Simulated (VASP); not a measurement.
# Os (P6/mmm) in VASP: notebook, part 2 of 2

VASP 6.6.1. Earlier steps stand in the parts before.

## 3. Single point, RPBE (13.06 Å³/atom)

This run uses another cell than the first one, of 13.06 Å³/atom.

File INCAR:

```
PREC = Accurate ; ENCUT = 520
EDIFF = 1E-6 ; ISMEAR = -1
SIGMA = 0.1 ; LREAL = F
LASPH = T ; NELM = 60
ALGO = Normal ; ISIF = 2
LWAVE = F ; LCHARG = F
GGA = RP ; NBANDS = 19
```

File KPOINTS:

```
Automatic mesh
0
Gamma
  10 10 13
```

File POSCAR:

```
Os
1.0
    4.1572419782      0.0000000000      0.0000000000
   -2.0786209891      3.6002771628      0.0000000000
    0.0000000000      0.0000000000      2.6178795744
Os
3
Direct
    1.0000000000      1.0000000000      1.0000000000
    0.3333333333      0.6666666667      0.5000000000
    0.6666666667      0.3333333333      0.5000000000
```

Potentials or basis: VASP PAW PBE potentials, release 64 (Os).

Command:

```bash
$ cat potpaw_PBE.64/Os/POTCAR > POTCAR
$ mpirun -np 1 vasp_std > vasp.out
```

OUTCAR:

```text
PREC = Accurate
   ENCUT = 520
   EDIFF = 1E-6
   ISMEAR = -1
   LREAL = F
   LASPH = T
   NELM = 60
   ISIF = 2
   GGA = RP

 ion  position               nearest neighbor table
   1  0.000  0.000  0.000-   2 2.73   3 2.73   2 2.73   3 2.73   2 2.73   2 2.73   3 2.73   3 2.73
                             3 2.73   3 2.73   2 2.73   2 2.73
   2  0.333  0.667  0.500-   3 2.40   3 2.40   3 2.40   1 2.73   1 2.73   1 2.73   1 2.73   1 2.73
                             1 2.73
   3  0.667  0.333  0.500-   2 2.40   2 2.40   2 2.40   1 2.73   1 2.73   1 2.73   1 2.73   1 2.73
                             1 2.73

  LATTYP: Found a hexagonal cell.
 ALAT       =     4.1572419782
 C/A-ratio  =     0.6297154672

  Lattice vectors:

 A1 = (   4.1572419782,   0.0000000000,   0.0000000000)
 A2 = (  -2.0786209891,   3.6002771628,   0.0000000000)
 A3 = (   0.0000000000,   0.0000000000,   2.6178795744)

Analysis of symmetry for initial positions (statically):
=====================================================================
 Subroutine PRICEL returns:
 Original cell was already a primitive cell.

 Routine SETGRP: Setting up the symmetry group for a
 hexagonal supercell.
[... 168 lines left out ...]

 E-fermi :  10.8582     XC(G=0): -14.4100

 val. band max:       10.8250021048   @ k =   0.4000   0.1000   0.1538
 cond. band min:      10.8602042438   @ k =   0.3000   0.2000   0.2308
 fundamental gap:      0.0352021390
 Fermi energy:        10.8581828282

 k-point     1 :       0.0000    0.0000    0.0000
  band No.  band energies     occupation
      1      -0.9245      2.00000
      2       2.7970      2.00000
      3       5.9455      2.00000
      4       6.1637      2.00000
      5       6.1637      2.00000
      6       6.1882      2.00000
[... 505 lines left out ...]
      6       5.7173      2.00000
[... 11 lines left out ...]
     18      14.1638      0.00000
     19      21.7127      0.00000

 [... further k-points ...]

------------------------ aborting loop because EDIFF is reached ----------------------------------------

  FORCE on cell =-STRESS in cart. coord.  units (eV):
  Direction    XX          YY          ZZ          XY          YZ          ZX
  --------------------------------------------------------------------------------------
  -------------------------------------------------------------------------------------
  Total       15.9275113     15.9275113     14.0650353     -0.0000000      0.0000000      0.0000000
  in kB      651.2797893    651.2797893    575.1226947     -0.0000000      0.0000000      0.0000000
  external PRESSURE =     625.8940911 kB  Pullay stress =       0.0000000 kB

 VOLUME and BASIS-vectors are now :
 -----------------------------------------------------------------------------
  energy-cutoff  :      520.00
  volume of cell :       39.18
      direct lattice vectors                 reciprocal lattice vectors
     4.157241978  0.000000000  0.000000000     0.240544093  0.138878197  0.000000000
    -2.078620989  3.600277163  0.000000000     0.000000000  0.277756393  0.000000000
     0.000000000  0.000000000  2.617879574     0.000000000  0.000000000  0.381988541

 POSITION                                       TOTAL-FORCE (eV/Angst)
 -----------------------------------------------------------------------------------
      0.00000      0.00000      0.00000         0.000000      0.000000      0.000000
     -0.00000      2.40018      1.30894         0.000000      0.000000      0.000000
      2.07862      1.20009      1.30894        -0.000000      0.000000      0.000000
 -----------------------------------------------------------------------------------
    total drift:                               -0.000000      0.000000      0.000000

  FREE ENERGIE OF THE ION-ELECTRON SYSTEM (eV)
  ---------------------------------------------------
  free  energy   TOTEN  =       -29.9146602157 eV

  energy  without entropy=      -29.8523538104  energy(sigma->0) =      -29.88350701
```

stdout:

```text
POSCAR found type information on POSCAR Os
 POSCAR found :  1 types and       3 ions
 scaLAPACK will be used
 -----------------------------------------------------------------------------
|                                                                             |
|                                                                             |
|     You enforced a specific xc type in the INCAR file but a different       |
|     I HOPE YOU KNOW WHAT YOU ARE DOING!                                     |
|                                                                             |
 -----------------------------------------------------------------------------

 LDA part: xc-table for (Slater+PW92), standard interpolation
 POSCAR, INCAR and KPOINTS ok, starting setup
 FFT: planning ... GRIDC
 FFT: planning ... GRID_SOFT
 FFT: planning ... GRID
 WAVECAR not read
 entering main loop
```

It took 76 s on 1 thread of Intel Xeon 8259CL, shared host; peak memory 0.2 GiB.

What came out:

- Free energy: -29.9147 eV
- Pressure: 62.6 GPa
- Band gap on the k mesh: zero (bands 12 and 13 overlap by 3.02 eV)

Stress tensor (GPa, compression positive):
```
65.13  0.00  0.00
 0.00 65.13  0.00
 0.00  0.00 57.51
```

Caveat: the stress differs along the axes, from 58 to 65 GPa; the PAW data sets were made with another functional, which shifts forces and pressure a little; spin-orbit coupling is left out, which moves the levels of the heavy elements.

## 4. Single point, RPBE (13.65 Å³/atom)

This run uses another cell than the first one, of 13.65 Å³/atom.

File INCAR:

```
SYSTEM = Os
ALGO = Normal
EDIFF = 1E-7
ENCUT = 520
GGA = RP
ISIF = 2
ISMEAR = -1
LASPH = .TRUE.
LCHARG = .FALSE.
LREAL = .FALSE.
LWAVE = .FALSE.
NBANDS = 19
NELM = 100
PREC = Accurate
SIGMA = 0.1
```

File KPOINTS:

```
k-points
0
G
  10 10 13
  0 0 0
```

File POSCAR:

```
Os
1.0
    4.2192995150      0.0000000000      0.0000000000
   -2.1096497575      3.6540205662      0.0000000000
    0.0000000000      0.0000000000      2.6569581652
Os
3
Direct
    1.0000000000      1.0000000000      1.0000000000
    0.3333333333      0.6666666667      0.5000000000
    0.6666666667      0.3333333333      0.5000000000
```

Command:

```bash
$ cat potpaw_PBE.64/Os/POTCAR > POTCAR
$ mpirun -np 1 vasp_std > vasp.out
```

It took 97 s on 1 thread of Intel Xeon 8259CL, shared host; peak memory 0.2 GiB.

Results (log left out):

- Free energy: -30.4607 eV
- Pressure: 36.4 GPa
- Band gap on the k mesh: zero (bands 12 and 13 overlap by 2.80 eV)

Stress tensor (GPa, compression positive):
```
37.82  0.00  0.00
 0.00 37.82  0.00
 0.00  0.00 33.71
```

Levels at points of the mesh, in eV from the Fermi level:
```
           k point  band 9  band 10  band 11  band 12  band 13  band 14  band 15  band 16
(0.00, 0.00, 0.00)   -2.60    -2.60    -1.73    -1.73    -1.67    -1.67     2.64     2.64
(0.50, 0.00, 0.00)   -3.28    -1.41    -1.39     0.06     0.38     1.33     1.35     1.44
```

Caveat: the cell stands under pressure; the PAW data sets were made with another functional, which shifts forces and pressure a little; spin-orbit coupling is left out, which moves the levels of the heavy elements.

## 5. Single point, RPBE (14.25 Å³/atom)

This run uses another cell than the first one, of 14.25 Å³/atom.

File INCAR:

```
SYSTEM = Os
PREC = Accurate
ENCUT = 520
EDIFF = 1E-7
ISMEAR = -1
SIGMA = 0.1
LREAL = .False.
LASPH = .True.
NELM = 100
ALGO = Normal
ISIF = 2
LWAVE = .False.
LCHARG = .True.
GGA = RP
LELF = .True.
LVHAR = .True.
NBANDS = 19
```

File KPOINTS:

```
Automatic mesh
0
Gamma
  10 10 13
  0 0 0
```

File POSCAR:

```
Os
1.0
    4.2795833671      0.0000000000      0.0000000000
   -2.1397916835      3.7062279135      0.0000000000
    0.0000000000      0.0000000000      2.6949198393
Os
3
Direct
    1.0000000000      1.0000000000      1.0000000000
    0.3333333333      0.6666666667      0.5000000000
    0.6666666667      0.3333333333      0.5000000000
```

Potentials or basis: VASP PAW PBE potentials, release 64 (Os).

Command:

```bash
$ cat potpaw_PBE.64/Os/POTCAR > POTCAR
$ mpirun -np 1 vasp_std > vasp.out
```

OUTCAR:

```text
SYSTEM = Os
   PREC = Accurate
   ENCUT = 520
   EDIFF = 1E-7
   ISMEAR = -1
   LREAL = .False.
   LASPH = .True.
   NELM = 100
   ISIF = 2
   GGA = RP

 ion  position               nearest neighbor table
   1  0.000  0.000  0.000-   2 2.81   3 2.81   2 2.81   3 2.81   2 2.81   2 2.81   3 2.81   3 2.81
                             3 2.81   3 2.81   2 2.81   2 2.81
   2  0.333  0.667  0.500-   3 2.47   3 2.47   3 2.47   1 2.81   1 2.81   1 2.81   1 2.81   1 2.81
                             1 2.81
   3  0.667  0.333  0.500-   2 2.47   2 2.47   2 2.47   1 2.81   1 2.81   1 2.81   1 2.81   1 2.81
                             1 2.81

  LATTYP: Found a hexagonal cell.
 ALAT       =     4.2795833671
 C/A-ratio  =     0.6297154672

  Lattice vectors:

 A1 = (   4.2795833671,   0.0000000000,   0.0000000000)
 A2 = (  -2.1397916835,   3.7062279135,   0.0000000000)
 A3 = (   0.0000000000,   0.0000000000,   2.6949198393)

Analysis of symmetry for initial positions (statically):
=====================================================================
 Subroutine PRICEL returns:
 Original cell was already a primitive cell.

 Routine SETGRP: Setting up the symmetry group for a
 hexagonal supercell.

 Subroutine GETGRP returns: Found 24 space group operations
 (whereof 24 operations were pure point group operations)
 out of a pool of 24 trial point group operations.

The static configuration has the point symmetry D_6h.

Analysis of symmetry for dynamics (positions and initial velocities):
=====================================================================
 Subroutine PRICEL returns:
 Original cell was already a primitive cell.

 Routine SETGRP: Setting up the symmetry group for a
 hexagonal supercell.

 Subroutine GETGRP returns: Found 24 space group operations
 (whereof 24 operations were pure point group operations)
 out of a pool of 24 trial point group operations.

The dynamic configuration has the point symmetry D_6h.

 Subroutine INISYM returns: Found 24 space group operations
 (whereof 24 operations are pure point group operations),
[... 117 lines left out ...]
     AMIX     =   0.40;   BMIX     =  1.00
     AMIX_MAG =   1.60;   BMIX_MAG =  1.00
  volume/ion in A,a.u.               =      14.25        96.15
  Fermi-wavevector in a.u.,A,eV,Ry     =   1.350575  2.552217 24.817751  1.824053
  Thomas-Fermi vector in A             =   2.478068
   LORBIT       =      0    0 simple, 1 ext, 2 COOP (PROOUT), +10 PAW based schemes
   GGA     = RP    functional components
   LHFCALC =     F    Hartree Fock is set to
   AEXX    =    0.0000 exact exchange contribution
   IVDW    =     0    specifies the selected vdW correction
   LEPSILON=     F    determine dielectric tensor
   LRPA    =     F    only Hartree local field effects (RPA)
 non-spin polarized calculation
  energy-cutoff  :      520.00
  volume of cell :       42.74
 maximum number of plane-waves:      1168
 NGX is ok and might be reduce to    32
   NGX = 15   NGY = 15   NGZ = 11

 number of electron      23.9999997 magnetization

 Free energy of the ion-electron system (eV)
  ---------------------------------------------------
  ext. energy  EPLUGINS =         0.00000000
  ---------------------------------------------------
  free energy    TOTEN  =       -30.74793859 eV

  energy without entropy =      -30.67505751  energy(sigma->0) =      -30.71149805

 E-fermi :   9.4700     XC(G=0): -13.9004

 val. band max:        9.4511808398   @ k =   0.3000   0.2000   0.2308
 cond. band min:       9.4757992130   @ k =   0.1000   0.1000   0.1538
 fundamental gap:      0.0246183732
 Fermi energy:         9.4699678143

 k-point     1 :       0.0000    0.0000    0.0000
  band No.  band energies     occupation
      1      -1.4789      2.00000
      2       2.3419      2.00000
      3       5.0710      2.00000
      4       5.2364      2.00000
      5       5.2364      2.00000
      6       5.2801      2.00000
[... 505 lines left out ...]
      6       4.9083      2.00000
[... 11 lines left out ...]
     18      12.3602      0.00000
     19      19.1947      0.00000

 [... further k-points ...]

------------------------ aborting loop because EDIFF is reached ----------------------------------------

  FORCE on cell =-STRESS in cart. coord.  units (eV):
  Direction    XX          YY          ZZ          XY          YZ          ZX
  --------------------------------------------------------------------------------------
  -------------------------------------------------------------------------------------
  Total        4.3276366      4.3276366      3.9826992      0.0000000     -0.0000000      0.0000000
  in kB      162.2115960    162.2115960    149.2824044      0.0000000     -0.0000000      0.0000000
  external PRESSURE =     157.9018655 kB  Pullay stress =       0.0000000 kB

 VOLUME and BASIS-vectors are now :
 -----------------------------------------------------------------------------
  energy-cutoff  :      520.00
  volume of cell :       42.74
      direct lattice vectors                 reciprocal lattice vectors
     4.279583367  0.000000000  0.000000000     0.233667606  0.134908055  0.000000000
    -2.139791683  3.706227913  0.000000000     0.000000000  0.269816110  0.000000000
     0.000000000  0.000000000  2.694919839     0.000000000  0.000000000  0.371068551

 POSITION                                       TOTAL-FORCE (eV/Angst)
 -----------------------------------------------------------------------------------
      0.00000      0.00000      0.00000        -0.000000      0.000000     -0.000000
     -0.00000      2.47082      1.34746        -0.000000      0.000000      0.000000
      2.13979      1.23541      1.34746         0.000000      0.000000     -0.000000
 -----------------------------------------------------------------------------------
    total drift:                               -0.000000      0.000000      0.000000

  FREE ENERGIE OF THE ION-ELECTRON SYSTEM (eV)
  ---------------------------------------------------
  free  energy   TOTEN  =       -30.7479385850 eV

  energy  without entropy=      -30.6750575135  energy(sigma->0) =      -30.71149805
```

Run time: 92 s. Hardware: 1 thread of Intel Xeon 8259CL, shared host; peak memory 0.2 GiB.

Results:

```
Free energy            : -30.7479 eV
Pressure               : 15.8 GPa
Band gap on the k mesh : zero (bands 12 and 13 overlap by 2.60 eV)
```

Caveat: the cell stands under pressure; the PAW data sets were made with another functional, which shifts forces and pressure a little; spin-orbit coupling is left out, which moves the levels of the heavy elements.

## 6. Summary

```tsv
cell	k mesh	gap on the mesh (eV)	pressure (GPa)
a = 4.338, b = 4.338, c = 2.732 Å, angles 90.0, 90.0, 120.0°, 3 atoms	9 × 9 × 12	none	-0.5
a = 4.157, b = 4.157, c = 2.618 Å, angles 90.0, 90.0, 120.0°, 3 atoms	10 × 10 × 13	none	62.6
a = 4.219, b = 4.219, c = 2.657 Å, angles 90.0, 90.0, 120.0°, 3 atoms	10 × 10 × 13	none	36.4
a = 4.280, b = 4.280, c = 2.695 Å, angles 90.0, 90.0, 120.0°, 3 atoms	10 × 10 × 13	none	15.8
```

Alike in all rows: task single point; level RPBE; potentials or basis VASP PAW PBE potentials, release 64 (Os); no spin polarisation; cutoff (eV) 520; smearing fermi-dirac 0.1 eV.

Caveats: the PAW data sets were made with another functional, which shifts forces and pressure a little; spin-orbit coupling is left out, which moves the levels of the heavy elements; the cell stands under pressure (at least some runs); the stress differs along the axes, from 58 to 65 GPa (at least some runs).

Total energies depend on the potentials used, so only differences within one code and one set of settings carry meaning.

The gap in the log of VASP goes by the Fermi energy; the results here count the filled bands.